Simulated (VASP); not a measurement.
## Sb: elastic constants with PBEsol

Sb:

```
Sb
1.0
     2.25693    1.30304    3.93722
    -2.25693    1.30304    3.93722
     0.00000   -2.60608    3.93722
Sb
2
Direct
  0.77203 0.77203 0.77203
  0.22797 0.22797 0.22797
```

```
Program                   : VASP 6.6.1
Task                      : elastic constants
Functional                : PBEsol
Potentials or basis       : VASP PAW PBE potentials, release 64 (Sb)
Cutoff                    : 500 eV
k mesh                    : 6 × 6 × 6
Occupations               : methfessel-paxton, width 0.1 eV
Spin                      : no spin polarisation
Dipole correction         : no
Ions in elastic constants : relaxed
Further INCAR settings    : ALGO = Normal; EDIFF = 1e-08; IBRION = 6; POTIM = 0.015; NSW = 1; ISIF = 3
```

The voigt bulk modulus is 28 GPa. The highest phonon frequency at Γ is 148 cm⁻¹.

Phonon frequencies in cm⁻¹ (negative: imaginary):
```
              q point        frequencies
(0.000, 0.000, 0.000)  0 0 0 108 108 148
```

Elastic tensor in Voigt notation (GPa, in the Cartesian axes of the cell as first typed):
```
68 20 12 -7  0  0
20 68 12  7  0  0
12 12 24  0  0  0
-7  7  0 13  0  0
 0  0  0  0 13 -7
 0  0  0  0 -7 24
```

Clamped-ion elastic tensor (GPa):
```
 78  24  24 -15   0   0
 24  78  24  15   0   0
 24  24  42   0   0   0
-15  15   0  33   0   0
  0   0   0   0  33 -15
  0   0   0   0 -15  27
```

It took 3.6 min on 1 thread of AMD EPYC 9R45 (Zen 5), on a shared host, peak memory 0.25 GiB.

Caveat: the cell is under stress, which shifts elastic constants; the PAW data sets were made with another functional, which shifts forces and pressure a little.
